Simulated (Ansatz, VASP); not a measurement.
**One calculation of Al, two programs**

INCAR

```
SYSTEM = Al
PREC = Accurate ; ENCUT = 520
EDIFF = 1E-6 ; ISMEAR = -1
SIGMA = 0.1 ; LREAL = .FALSE.
LASPH = .TRUE. ; NELM = 150
ALGO = Normal ; ISIF = 2
LWAVE = .FALSE. ; LCHARG = .FALSE.
MAGMOM = -0.255 -0.135 0.456 ; LORBIT = 11
LSORBIT = .TRUE. ; GGA_COMPAT = .FALSE.
LORBMOM = .TRUE. ; GGA = PS
IVDW = 13 ; NBANDS = 14
```

File KPOINTS:

```
Automatic mesh
0
G
  8 8 8
  0 0 0
```

POSCAR

```
Al
1.0
    0.0000000000      2.0645171409      2.0645171409
    2.0645171409      0.0000000000      2.0645171409
    2.0645171409      2.0645171409      0.0000000000
Al
1
Direct
    0.0000000000      0.0000000000      0.0000000000
```

Contents of input.yaml:

```yaml
crystal:
  lattice:
    - [0.0, 2.0645171409, 2.0645171409]
    - [2.0645171409, 0.0, 2.0645171409]
    - [2.0645171409, 2.0645171409, 0.0]
  atoms:
    - { symbol: Al, position: [0.0, 0.0, 0.0], spin: 0.54, spin_axis: [-0.472558, -0.250178, 0.845045] }
kpoints:
  mp_grid: { grid: [8, 8, 8] }
scf:
  occupations: { method: fermi_dirac, width: 0.1 }
hamiltonian:
  xc: pbesol
  dispersion: d4
  pseudopotentials: { kind: all_electron, lapw: { basis_error: 0.0005 } }
magnetization:
  noncollinear: true
  spin_orbit: true
output:
  forces: true
  stress: true
  eigenvalues: true
```

Change from the starting cell: volume scaled by 1.06.

Alike in both runs: task single point; functional PBEsol; dispersion D4; k mesh 8 × 8 × 8; occupations fermi-dirac, width 0.1 eV; non-collinear spin, spin-orbit coupling.

|  | VASP | Ansatz |
| --- | --- | --- |
| version | VASP 6.6.1 | Ansatz 0.2.0 |
| potentials or method | VASP PAW PBE potentials, release 64 (Al), cutoff 520 eV | all-electron LAPW, relativistic spinors |

|  | VASP | Ansatz | Ansatz less VASP |
| --- | --- | --- | --- |
| pressure (GPa) | -7.4 | -7.5 | -0.03 |
| net moment per atom (μB) | 0.00 | 0.00 | 0.000 |

VASP's potentials were made for PBE, not for PBEsol. Ansatz ran all-electron here, and VASP with PAW potentials.

Noted on Ansatz's run: the k mesh is thin for a metal, which can move the energy by tens of meV per atom.
